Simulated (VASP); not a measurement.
# Na (Im-3m) in VASP: further runs

Na is run at these levels: PBEsol; tasks: single point, relaxation of cell and atoms.

Program: VASP 6.6.1. These are calculated values, not measurements. Logs are shortened: lines on timing, memory, paths and dates and some standing lists are left out, and cuts for length are marked.

## Step 1: The cell of the first run

It takes space group Im-3m (No. 229, cubic). Conventional cell: a = 4.171 Å, b = 4.171 Å, c = 4.171 Å, α = 90.00°, β = 90.00°, γ = 90.00°. Na (site symmetry m-3m) has 14 Na at 3.61 to 4.17 Å within 4.7 Å.

## Step 2: Single point, PBEsol

File INCAR:

```
  PREC = Accurate
  ENCUT = 520
  EDIFF = 1E-6
  ISMEAR = 0
  SIGMA = 0.1
  LREAL = F
  LASPH = T
  NELM = 60
  ALGO = Normal
  ISIF = 2
  LWAVE = F
  LCHARG = F
  GGA = PS
  NBANDS = 10
```

File KPOINTS:

```
regular mesh
0
Gamma
  14 14 14
```

File POSCAR:

```
Na
1.0
   -2.0853370623      2.0853370623      2.0853370623
    2.0853370623     -2.0853370623      2.0853370623
    2.0853370623      2.0853370623     -2.0853370623
Na
1
Direct
    0.0000000000      0.0000000000      0.0000000000
```

Potentials or basis: VASP PAW PBE potentials, release 64 (Na_pv).

Started as:

```bash
$ cat potpaw_PBE.64/Na_pv/POTCAR > POTCAR
$ mpirun -np 1 vasp_std > vasp.out
```

OUTCAR:

```text
PREC = Accurate
   ENCUT = 520
   EDIFF = 1E-6
   ISMEAR = 0
   LREAL = F
   LASPH = T
   NELM = 60
   ISIF = 2
   GGA = PS

 ion  position               nearest neighbor table
   1  0.000  0.000  0.000-

  LATTYP: Found a body centered cubic cell.
 ALAT       =     4.1706741246

  Lattice vectors:

 A1 = (  -2.0853370623,   2.0853370623,   2.0853370623)
 A2 = (   2.0853370623,  -2.0853370623,   2.0853370623)
 A3 = (   2.0853370623,   2.0853370623,  -2.0853370623)

Analysis of symmetry for initial positions (statically):
=====================================================================
 Subroutine PRICEL returns:
 Original cell was already a primitive cell.

 Routine SETGRP: Setting up the symmetry group for a
 body centered cubic supercell.

 Subroutine GETGRP returns: Found 48 space group operations
 (whereof 48 operations were pure point group operations)
 out of a pool of 48 trial point group operations.

The static configuration has the point symmetry O_h .

Analysis of symmetry for dynamics (positions and initial velocities):
=====================================================================
 Subroutine PRICEL returns:
 Original cell was already a primitive cell.

 Routine SETGRP: Setting up the symmetry group for a
 body centered cubic supercell.

 Subroutine GETGRP returns: Found 48 space group operations
 (whereof 48 operations were pure point group operations)
 out of a pool of 48 trial point group operations.

The dynamic configuration has the point symmetry O_h .

 Subroutine INISYM returns: Found 48 space group operations
 (whereof 48 operations are pure point group operations),
 and found     1 'primitive' translations

----------------------------------------------------------------------------------------

                                     Primitive cell

  volume of cell :      36.2734

  direct lattice vectors                    reciprocal lattice vectors
    -2.085337062  2.085337062  2.085337062     0.000000000  0.239769392  0.239769392
     2.085337062 -2.085337062  2.085337062     0.239769392  0.000000000  0.239769392
     2.085337062  2.085337062 -2.085337062     0.239769392  0.239769392  0.000000000

  length of vectors
     3.611909743  3.611909743  3.611909743     0.339085126  0.339085126  0.339085126

  position of ions in fractional coordinates (direct lattice)
     0.000000000  0.000000000  0.000000000

  ion indices of the primitive-cell ions
   primitive index   ion index
                 1           1

----------------------------------------------------------------------------------------

 KPOINTS: regular mesh

Automatic generation of k-mesh.
 Grid dimensions read from file:
 generate k-points for:   14   14   14

 Generating k-lattice:

  Cartesian coordinates                     Fractional coordinates (reciprocal lattice)
     0.000000000  0.017126385  0.017126385     0.071428571  0.000000000  0.000000000
     0.017126385  0.000000000  0.017126385     0.000000000  0.071428571  0.000000000
     0.017126385  0.017126385  0.000000000     0.000000000  0.000000000  0.071428571

  Length of vectors
     0.024220366  0.024220366  0.024220366

  Shift w.r.t. Gamma in fractional coordinates (k-lattice)
     0.000000000  0.000000000  0.000000000

 Subroutine IBZKPT returns following result:
 ===========================================

 Found    104 irreducible k-points:

 Following reciprocal coordinates:
            Coordinates               Weight
  0.000000  0.000000  0.000000      1.000000
  0.071429  0.000000  0.000000     12.000000
  0.142857  0.000000  0.000000     12.000000
  0.214286  0.000000  0.000000     12.000000
  0.285714  0.000000  0.000000     12.000000
  0.357143  0.000000  0.000000     12.000000
[... 16 lines left out ...]
  0.285714  0.285714  0.000000     24.000000
  0.357143  0.285714  0.000000     24.000000
 [... further k-points ...]
   k-points           NKPTS =    104   k-points in BZ     NKDIM =    104   number of bands    NBANDS=     10
   number of dos      NEDOS =    301   number of ions     NIONS =      1
   total plane-waves  NPLWV =  21952
   dimension x,y,z NGX =    28 NGY =   28 NGZ =   28
   dimension x,y,z NGXF=    56 NGYF=   56 NGZF=   56
   ions per type =               1
   NGX,Y,Z   is equivalent  to a cutoff of  12.89, 12.89, 12.89 a.u.
   NGXF,Y,Z  is equivalent  to a cutoff of  25.78, 25.78, 25.78 a.u.
 SYSTEM =  unknown system
   PREC   = accura    normal or accurate (medium, high low for compatibility)
   ISTART =      0    job   : 0-new  1-cont  2-samecut
   ICHARG =      2    charge: 1-file 2-atom 10-const
   ISPIN  =      1    spin polarized calculation?
   LNONCOLLINEAR =      F non collinear calculations
   LSORBIT =      F    spin-orbit coupling
   LASPH  =      T    aspherical Exc in radial PAW
   ENCUT  =  520.0 eV  38.22 Ry    6.18 a.u.   6.72  6.72  6.72*2*pi/ulx,y,z
   NELM   =     60;   NELMIN=  2; NELMDL= -5     # of ELM steps
   EDIFF  = 0.1E-05   stopping-criterion for ELM
   LREAL  =      F    real-space projection
   EDIFFG = 0.1E-04   stopping-criterion for IOM
   NSW    =      0    number of steps for IOM
   IBRION =     -1    ionic relax: 0-MD 1-quasi-New 2-CG
   NFREE  =      0    steps in history (QN), initial steepest desc. (CG)
   ISIF   =      2    stress and relaxation
   ISYM   =      2    0-nonsym 1-usesym 2-fastsym
   POTIM  = 0.5000    time-step for ionic-motion
   TEBEG  =    0.0;   TEEND  =   0.0 temperature during run
   PSTRESS=    0.0 pullay stress
   NELECT =       7.0000    total number of electrons
   NUPDOWN=      -1.0000    fix difference up-down
   EMIN   =  10.00;   EMAX   =-10.00  energy-range for DOS
   EFERMI =   0.00;   METHOD = LEGACY
   ISMEAR =     0;   SIGMA  =   0.10  broadening in eV -4-tet -1-fermi 0-gaus
   EFERMI_NEDOS =   21; number of points for ismear=-14 and -15
   IALGO  =     38    algorithm
   IMIX   =      4    mixing-type and parameters
     AMIX     =   0.40;   BMIX     =  1.00
     AMIX_MAG =   1.60;   BMIX_MAG =  1.00
  volume/ion in A,a.u.               =      36.27       244.79
  Fermi-wavevector in a.u.,A,eV,Ry     =   0.946044  1.787764 12.177199  0.894999
  Thomas-Fermi vector in A             =   2.074004
   LORBIT       =      0    0 simple, 1 ext, 2 COOP (PROOUT), +10 PAW based schemes
   GGA     = PS    functional components
   LHFCALC =     F    Hartree Fock is set to
   AEXX    =    0.0000 exact exchange contribution
   IVDW    =     0    specifies the selected vdW correction
   LEPSILON=     F    determine dielectric tensor
   LRPA    =     F    only Hartree local field effects (RPA)
 non-spin polarized calculation
 Gauss-broadening in eV      SIGMA  =   0.10
  energy-cutoff  :      520.00
  volume of cell :       36.27
 maximum number of plane-waves:       990
   NGX = 13   NGY = 13   NGZ = 13

 number of electron       6.9999995 magnetization

 Free energy of the ion-electron system (eV)
  ---------------------------------------------------
  ext. energy  EPLUGINS =         0.00000000
  ---------------------------------------------------
  free energy    TOTEN  =        -1.40043361 eV

  energy without entropy =       -1.39741841  energy(sigma->0) =       -1.39892601

 E-fermi :   0.3415     XC(G=0):  -6.5588

 val. band max:        0.3144895203   @ k =  -0.3571   0.4286   0.1429
 cond. band min:       0.3957778201   @ k =   0.3571   0.0714   0.0714
 fundamental gap:      0.0812882999
 Fermi energy:         0.3414882176

 k-point     1 :       0.0000    0.0000    0.0000
  band No.  band energies     occupation
      1     -24.4003      2.00000
      2     -24.4003      2.00000
      3     -24.4003      2.00000
      4      -2.9562      2.00000
      5      12.2416      0.00000
      6      12.2416      0.00000
      7      12.2416      0.00000
      8      13.2595      0.00000
      9      13.2595      0.00000
     10      13.8108      0.00000

 k-point     2 :       0.0714    0.0000    0.0000
  band No.  band energies     occupation
      1     -24.4023      2.00000
      2     -24.4010      2.00000
      3     -24.4003      2.00000
      4      -2.8649      2.00000
      5      11.0388      0.00000
      6      11.6521      0.00000
      7      11.8990      0.00000
      8      12.5264      0.00000
      9      12.7326      0.00000
     10      14.2174      0.00000

 k-point     3 :       0.1429    0.0000    0.0000
  band No.  band energies     occupation
      1     -24.4077      2.00000
      2     -24.4028      2.00000
      3     -24.4003      2.00000
      4      -2.5919      2.00000
      5       9.1452      0.00000
      6      10.7887      0.00000
      7      11.2915      0.00000
      8      11.6887      0.00000
      9      12.4509      0.00000
     10      14.3082      0.00000

 k-point     4 :       0.2143    0.0000    0.0000
  band No.  band energies     occupation
      1     -24.4156      2.00000
      2     -24.4054      2.00000
      3     -24.4003      2.00000
      4      -2.1403      2.00000
      5       7.3234      0.00000
      6      10.0338      0.00000
      7      10.7249      0.00000
      8      10.9920      0.00000
      9      12.0400      0.00000
     10      14.6438      0.00000
[... 222 lines left out ...]
 k-point    22 :       0.3571    0.2143    0.0000
  band No.  band energies     occupation
      1     -24.4337      2.00000
      2     -24.4189      2.00000
      3     -24.4043      2.00000
      4       1.3020      0.00000
      5       2.5800      0.00000
      6       5.0222      0.00000
      7       8.6676      0.00000
      8      11.9202      0.00000
      9      14.1671      0.00000
     10      15.0197      0.00000

 k-point    23 :       0.2857    0.2857    0.0000
  band No.  band energies     occupation
      1     -24.4315      2.00000
      2     -24.4211      2.00000
      3     -24.4049      2.00000
      4       1.2327      0.00000
      5       3.3081      0.00000
      6       4.1320      0.00000
      7       8.5831      0.00000
      8      12.5981      0.00000
      9      13.4246      0.00000
     10      15.3995      0.00000

 k-point    24 :       0.3571    0.2857    0.0000
  band No.  band energies     occupation
      1     -24.4300      2.00000
      2     -24.4240      2.00000
      3     -24.4051      2.00000
      4       2.0894      0.00000
      5       2.5190      0.00000
      6       3.8301      0.00000
      7       8.5005      0.00000
      8      12.7751      0.00000
      9      13.6806      0.00000
     10      14.8492      0.00000

 [... further k-points ...]
[... 5 lines left out ...]
  --------------------------------------------------------------------------------------
  -------------------------------------------------------------------------------------
  Total       -0.0044318     -0.0044318     -0.0044318      0.0000000      0.0000000      0.0000000
  in kB       -0.1957506     -0.1957506     -0.1957506      0.0000000      0.0000000      0.0000000
  external PRESSURE =      -0.1957506 kB  Pullay stress =       0.0000000 kB

 VOLUME and BASIS-vectors are now :
 -----------------------------------------------------------------------------
  energy-cutoff  :      520.00
  volume of cell :       36.27
      direct lattice vectors                 reciprocal lattice vectors
    -2.085337062  2.085337062  2.085337062     0.000000000  0.239769392  0.239769392
     2.085337062 -2.085337062  2.085337062     0.239769392  0.000000000  0.239769392
     2.085337062  2.085337062 -2.085337062     0.239769392  0.239769392  0.000000000

 POSITION                                       TOTAL-FORCE (eV/Angst)
 -----------------------------------------------------------------------------------
      0.00000      0.00000      0.00000        -0.000000     -0.000000     -0.000000
 -----------------------------------------------------------------------------------
    total drift:                               -0.000000     -0.000000     -0.000000

  FREE ENERGIE OF THE ION-ELECTRON SYSTEM (eV)
  ---------------------------------------------------
  free  energy   TOTEN  =        -1.4004336077 eV

  energy  without entropy=       -1.3974184150  energy(sigma->0) =       -1.39892601
```

Run time: 13 s. Hardware: 1 thread of Intel Xeon Platinum 8488C (Sapphire Rapids), shared host; peak memory 0.16 GiB.

Results:

* Free energy: -1.4004 eV
* Pressure: 0.0 GPa

Caveat: the PAW data sets were made with another functional, which shifts forces and pressure a little.

(Continued in part 2 of 2.)
